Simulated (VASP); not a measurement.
# TaN (P6_3mc) in VASP: single point with PBE

Aim: the single point of TaN with PBE.

Program: VASP 6.6.1. These are calculated values, not measurements. Logs are shortened: lines on timing, memory, paths and dates and some standing lists are left out, and cuts for length are marked.

## Step 1: The cell of the first run

It takes space group P6_3mc (No. 186, hexagonal). The conventional cell has a = 3.151 Å, b = 3.151 Å, c = 6.103 Å, α = 90.00°, β = 90.00°, γ = 120.00°. Ta (site symmetry 3m) has 4 N at 1.98 to 2.11 Å within 2.6 Å. Within 2.6 Å of N (site symmetry 3m) lie 4 Ta at 1.98 to 2.11 Å.

## Step 2: Single point, PBE, collinear spin

The input, INCAR:

```
ALGO = Normal
EDIFF = 1E-6
ENCUT = 700
GGA = PE
GGA_COMPAT = F
ISIF = 2
ISMEAR = 0
ISPIN = 2
LASPH = T
LCHARG = F
LMAXMIX = 4
LORBIT = 11
LREAL = F
LWAVE = F
MAGMOM = 1 1 0 0
NBANDS = 30
NELM = 200
PREC = Accurate
SIGMA = 0.1
```

The input, KPOINTS:

```
k-points
0
Gamma
  6 6 4
```

The input, POSCAR:

```
TaN
1.0
    3.1514111810      0.0000000000      0.0000000000
   -1.5757055905      2.7292021405      0.0000000000
    0.0000000000      0.0000000000      6.1029218168
Ta N
2 2
Direct
    0.3333333333      0.6666666667      0.0306213540
    0.6666666667      0.3333333333      0.5306213540
    0.3333333333      0.6666666667      0.3543786360
    0.6666666667      0.3333333333      0.8543786360
```

Potentials or basis: VASP PAW PBE potentials, release 64 (Ta_sv_GW, N).

On the command line:

```bash
$ cat potpaw_PBE.64/Ta_sv_GW/POTCAR potpaw_PBE.64/N/POTCAR > POTCAR
$ mpirun -np 1 vasp_std > vasp.out
```

OUTCAR:

```text
EDIFF = 1E-6
   ENCUT = 700
   GGA = PE
   ISIF = 2
   ISMEAR = 0
   ISPIN = 2
   LASPH = T
   LORBIT = 11
   LREAL = F
   NELM = 200
   PREC = Accurate

 ion  position               nearest neighbor table
   1  0.333  0.667  0.031-   3 1.98   4 2.11   4 2.11   4 2.11
   2  0.667  0.333  0.531-   4 1.98   3 2.11   3 2.11   3 2.11
   3  0.333  0.667  0.354-   1 1.98   2 2.11   2 2.11   2 2.11
   4  0.667  0.333  0.854-   2 1.98   1 2.11   1 2.11   1 2.11

  LATTYP: Found a hexagonal cell.
 ALAT       =     3.1514111810
 C/A-ratio  =     1.9365679266

  Lattice vectors:

 A1 = (   3.1514111810,   0.0000000000,   0.0000000000)
 A2 = (  -1.5757055905,   2.7292021405,   0.0000000000)
 A3 = (   0.0000000000,   0.0000000000,   6.1029218168)

Analysis of symmetry for initial positions (statically):
=====================================================================
 Subroutine PRICEL returns:
 Original cell was already a primitive cell.

 Routine SETGRP: Setting up the symmetry group for a
 hexagonal supercell.

 Subroutine GETGRP returns: Found 12 space group operations
 (whereof  6 operations were pure point group operations)
 out of a pool of 24 trial point group operations.

The static configuration has the point symmetry C_3v.
 The point group associated with its full space group is C_6v.

Analysis of symmetry for dynamics (positions and initial velocities):
=====================================================================
 Subroutine PRICEL returns:
 Original cell was already a primitive cell.

 Routine SETGRP: Setting up the symmetry group for a
 hexagonal supercell.

 Subroutine GETGRP returns: Found 12 space group operations
 (whereof  6 operations were pure point group operations)
 out of a pool of 24 trial point group operations.

The dynamic configuration has the point symmetry C_3v.
 The point group associated with its full space group is C_6v.

Analysis of structural, dynamic, and magnetic symmetry:
=====================================================================
 Subroutine PRICEL returns:
 Original cell was already a primitive cell.

 Routine SETGRP: Setting up the symmetry group for a
 hexagonal supercell.

 Subroutine GETGRP returns: Found 12 space group operations
 (whereof  6 operations were pure point group operations)
 out of a pool of 24 trial point group operations.

The overall configuration has the point symmetry C_3v.
 The point group associated with its full space group is C_6v.

 Subroutine INISYM returns: Found 12 space group operations
 (whereof  6 operations are pure point group operations),
 and found     1 'primitive' translations

----------------------------------------------------------------------------------------

                                     Primitive cell

  volume of cell :      52.4902

  direct lattice vectors                    reciprocal lattice vectors
     3.151411181  0.000000000  0.000000000     0.317318161  0.183203726  0.000000000
    -1.575705590  2.729202140  0.000000000     0.000000000  0.366407451  0.000000000
     0.000000000  0.000000000  6.102921817     0.000000000  0.000000000  0.163855941

  length of vectors
     3.151411181  3.151411181  6.102921817     0.366407451  0.366407451  0.163855941

  position of ions in fractional coordinates (direct lattice)
     0.333333333  0.666666667  0.030621354
     0.666666667  0.333333333  0.530621354
     0.333333333  0.666666667  0.354378636
     0.666666667  0.333333333  0.854378636

  ion indices of the primitive-cell ions
   primitive index   ion index
                 1           1
                 2           2
                 3           3
                 4           4

----------------------------------------------------------------------------------------

 KPOINTS: k-points

Automatic generation of k-mesh.
 Grid dimensions read from file:
 generate k-points for:    6    6    4

 Generating k-lattice:

  Cartesian coordinates                     Fractional coordinates (reciprocal lattice)
     0.052886360  0.030533954  0.000000000     0.166666667  0.000000000  0.000000000
     0.000000000  0.061067909  0.000000000     0.000000000  0.166666667  0.000000000
     0.000000000  0.000000000  0.040963985     0.000000000  0.000000000  0.250000000

  Length of vectors
     0.061067909  0.061067909  0.040963985

  Shift w.r.t. Gamma in fractional coordinates (k-lattice)
     0.000000000  0.000000000  0.000000000

 Subroutine IBZKPT returns following result:
 ===========================================

 Found     21 irreducible k-points:

 Following reciprocal coordinates:
            Coordinates               Weight
  0.000000  0.000000  0.000000      1.000000
  0.166667  0.000000  0.000000      6.000000
  0.333333  0.000000  0.000000      6.000000
  0.500000  0.000000  0.000000      3.000000
  0.166667  0.166667  0.000000      6.000000
  0.333333  0.166667  0.000000     12.000000
[... 13 lines left out ...]
  0.333333  0.166667  0.500000     12.000000
  0.333333  0.333333  0.500000      2.000000
   k-points           NKPTS =     21   k-points in BZ     NKDIM =     21   number of bands    NBANDS=     30
   number of dos      NEDOS =    301   number of ions     NIONS =      4
   total plane-waves  NPLWV =  42336
   dimension x,y,z NGX =    28 NGY =   28 NGZ =   54
   dimension x,y,z NGXF=    56 NGYF=   56 NGZF=  108
   ions per type =               2   2
   NGX,Y,Z   is equivalent  to a cutoff of  14.77, 14.77, 14.71 a.u.
   NGXF,Y,Z  is equivalent  to a cutoff of  29.54, 29.54, 29.42 a.u.
 SYSTEM =  unknown system
   PREC   = accura    normal or accurate (medium, high low for compatibility)
   ISTART =      0    job   : 0-new  1-cont  2-samecut
   ICHARG =      2    charge: 1-file 2-atom 10-const
   ISPIN  =      2    spin polarized calculation?
   LNONCOLLINEAR =      F non collinear calculations
   LSORBIT =      F    spin-orbit coupling
   LASPH  =      T    aspherical Exc in radial PAW
   ENCUT  =  700.0 eV  51.45 Ry    7.17 a.u.   6.80  6.80 13.17*2*pi/ulx,y,z
   NELM   =    200;   NELMIN=  2; NELMDL= -5     # of ELM steps
   EDIFF  = 0.1E-05   stopping-criterion for ELM
   LREAL  =      F    real-space projection
   EDIFFG = 0.1E-04   stopping-criterion for IOM
   NSW    =      0    number of steps for IOM
   IBRION =     -1    ionic relax: 0-MD 1-quasi-New 2-CG
   NFREE  =      0    steps in history (QN), initial steepest desc. (CG)
   ISIF   =      2    stress and relaxation
   ISYM   =      2    0-nonsym 1-usesym 2-fastsym
   POTIM  = 0.5000    time-step for ionic-motion
   TEBEG  =    0.0;   TEEND  =   0.0 temperature during run
   PSTRESS=    0.0 pullay stress
   NELECT =      36.0000    total number of electrons
   NUPDOWN=      -1.0000    fix difference up-down
   EMIN   =  10.00;   EMAX   =-10.00  energy-range for DOS
   EFERMI =   0.00;   METHOD = LEGACY
   ISMEAR =     0;   SIGMA  =   0.10  broadening in eV -4-tet -1-fermi 0-gaus
   EFERMI_NEDOS =   21; number of points for ismear=-14 and -15
   IALGO  =     38    algorithm
   IMIX   =      4    mixing-type and parameters
     AMIX     =   0.40;   BMIX     =  1.00
     AMIX_MAG =   1.60;   BMIX_MAG =  1.00
  volume/ion in A,a.u.               =      13.12        88.56
  Fermi-wavevector in a.u.,A,eV,Ry     =   1.443719  2.728234 28.358974  2.084326
  Thomas-Fermi vector in A             =   2.562095
   LORBIT       =     11    0 simple, 1 ext, 2 COOP (PROOUT), +10 PAW based schemes
   GGA     = PE    functional components
   LHFCALC =     F    Hartree Fock is set to
   AEXX    =    0.0000 exact exchange contribution
   IVDW    =     0    specifies the selected vdW correction
   LEPSILON=     F    determine dielectric tensor
   LRPA    =     F    only Hartree local field effects (RPA)
 spin polarized calculation
 Gauss-broadening in eV      SIGMA  =   0.10
  energy-cutoff  :      700.00
  volume of cell :       52.49
 maximum number of plane-waves:      2232
 NGX is ok and might be reduce to    28
   NGX = 13   NGY = 13   NGZ = 27

 number of electron      36.0000002 magnetization      -0.0003067

 number of electron      36.0000002 magnetization       0.0001960

 Free energy of the ion-electron system (eV)
  ---------------------------------------------------
  ext. energy  EPLUGINS =         0.00000000
  ---------------------------------------------------
  free energy    TOTEN  =       -48.43096919 eV

  energy without entropy =      -48.42894309  energy(sigma->0) =      -48.42995614

 E-fermi :   9.9419     XC(G=0): -12.3815

 val. band max:        9.7049070741   @ k =   0.0000   0.0000   0.2500
 cond. band min:       9.9518306604   @ k =   0.3333   0.3333   0.0000
 fundamental gap:      0.2469235864
 Fermi energy:         9.9418511201

 spin component 1

 k-point     1 :       0.0000    0.0000    0.0000
  band No.  band energies     occupation
      1     -58.8961      1.00000
      2     -58.8864      1.00000
      3     -25.7045      1.00000
      4     -25.3761      1.00000
      5     -25.1322      1.00000
      6     -25.1322      1.00000
[... 682 lines left out ...]
     29      20.7489      0.00000
     30      20.7567      0.00000
 Fermi energy:         9.9418511201

 spin component 2

 k-point     1 :       0.0000    0.0000    0.0000
  band No.  band energies     occupation
      1     -58.8961      1.00000
      2     -58.8863      1.00000
      3     -25.7044      1.00000
      4     -25.3761      1.00000
      5     -25.1321      1.00000
      6     -25.1321      1.00000
[... 682 lines left out ...]
     29      20.7514      0.00000
     30      20.8035      0.00000

------------------------ aborting loop because EDIFF is reached ----------------------------------------

  FORCE on cell =-STRESS in cart. coord.  units (eV):
  Direction    XX          YY          ZZ          XY          YZ          ZX
  --------------------------------------------------------------------------------------
  -------------------------------------------------------------------------------------
  Total       -0.0553259     -0.0553259      0.0802605     -0.0000000      0.0000000      0.0000000
  in kB       -1.6887308     -1.6887308      2.4498176     -0.0000000      0.0000000      0.0000000
  external PRESSURE =      -0.3092147 kB  Pullay stress =       0.0000000 kB

 VOLUME and BASIS-vectors are now :
 -----------------------------------------------------------------------------
  energy-cutoff  :      700.00
  volume of cell :       52.49
      direct lattice vectors                 reciprocal lattice vectors
     3.151411181  0.000000000  0.000000000     0.317318161  0.183203726  0.000000000
    -1.575705590  2.729202140  0.000000000     0.000000000  0.366407451  0.000000000
     0.000000000  0.000000000  6.102921817     0.000000000  0.000000000  0.163855941

 POSITION                                       TOTAL-FORCE (eV/Angst)
 -----------------------------------------------------------------------------------
     -0.00000      1.81947      0.18688         0.000000     -0.000000     -0.018773
      1.57571      0.90973      3.23834        -0.000000      0.000000     -0.018773
     -0.00000      1.81947      2.16275         0.000000     -0.000000      0.018773
      1.57571      0.90973      5.21421        -0.000000     -0.000000      0.018773
 -----------------------------------------------------------------------------------
    total drift:                               -0.000001      0.000000     -0.000011

  FREE ENERGIE OF THE ION-ELECTRON SYSTEM (eV)
  ---------------------------------------------------
  free  energy   TOTEN  =       -48.4309691917 eV

  energy  without entropy=      -48.4289430923  energy(sigma->0) =      -48.42995614

 total charge

# of ion       s       p       d       f       tot
--------------------------------------------------
    1        3.140   6.054   2.321   0.099  11.614
    2        3.140   6.054   2.321   0.099  11.614
    3        1.253   2.494   0.000   0.000   3.746
    4        1.253   2.494   0.000   0.000   3.746
--------------------------------------------------
tot          8.786  17.095   4.641   0.199  30.721

 magnetization (x)

# of ion       s       p       d       f       tot
--------------------------------------------------
    1        0.000   0.000   0.000   0.000   0.000
    2        0.000   0.000   0.000   0.000   0.000
    3       -0.000  -0.000   0.000   0.000  -0.000
    4       -0.000  -0.000   0.000   0.000  -0.000
--------------------------------------------------
tot          0.000  -0.000   0.000   0.000   0.000
```

Run time: 81 s. Hardware: 1 thread of Intel Xeon 6975P-C (Granite Rapids), shared host; peak memory 0.27 GiB.

Results:

```
Free energy                                           : -48.4310 eV
Pressure                                              : 0.0 GPa
Largest force                                         : 0.019 eV/Å
Band gap on the k mesh                                : zero (filled and empty bands overlap)
Net moment                                            : 0.00 μB per cell
Valence electrons inside the program's atomic spheres : Ta 11.61; N 3.75
```

Forces on the atoms (eV/Å):
```
Ta   0.000  0.000 -0.019
Ta   0.000  0.000 -0.019
N    0.000  0.000  0.019
N    0.000  0.000  0.019
```

Stress tensor (GPa, compression positive):
```
-0.17  0.00  0.00
 0.00 -0.17  0.00
 0.00  0.00  0.24
```

Levels at points of the mesh, in eV from the Fermi level:
Spin up:
| k point | band 16 | band 17 | band 18 | band 19 | band 20 | band 21 |
| --- | --- | --- | --- | --- | --- | --- |
| (0.00, 0.00, 0.00) | -4.51 | -0.90 | -0.75 | 0.10 | 0.10 | 2.14 |
| (0.50, 0.00, 0.00) | -3.71 | -2.33 | -0.54 | 1.13 | 2.10 | 2.59 |
| (0.00, 0.00, 0.50) | -4.99 | 0.13 | 0.13 | 0.92 | 0.92 | 0.92 |
| (0.50, 0.00, 0.50) | -4.80 | -0.97 | -0.97 | 1.43 | 1.43 | 3.23 |
Spin down:
| k point | band 16 | band 17 | band 18 | band 19 | band 20 | band 21 |
| --- | --- | --- | --- | --- | --- | --- |
| (0.00, 0.00, 0.00) | -4.51 | -0.90 | -0.75 | 0.10 | 0.10 | 2.14 |
| (0.50, 0.00, 0.00) | -3.71 | -2.33 | -0.54 | 1.13 | 2.10 | 2.59 |
| (0.00, 0.00, 0.50) | -4.99 | 0.13 | 0.13 | 0.92 | 0.92 | 0.92 |
| (0.50, 0.00, 0.50) | -4.80 | -0.97 | -0.97 | 1.43 | 1.43 | 3.23 |

Caveat: the k points lie up to 0.38 Å⁻¹ apart; spin-orbit coupling is left out, which moves the levels of the heavy elements.

The gap in the log of VASP goes by the Fermi energy; the results here count the filled bands.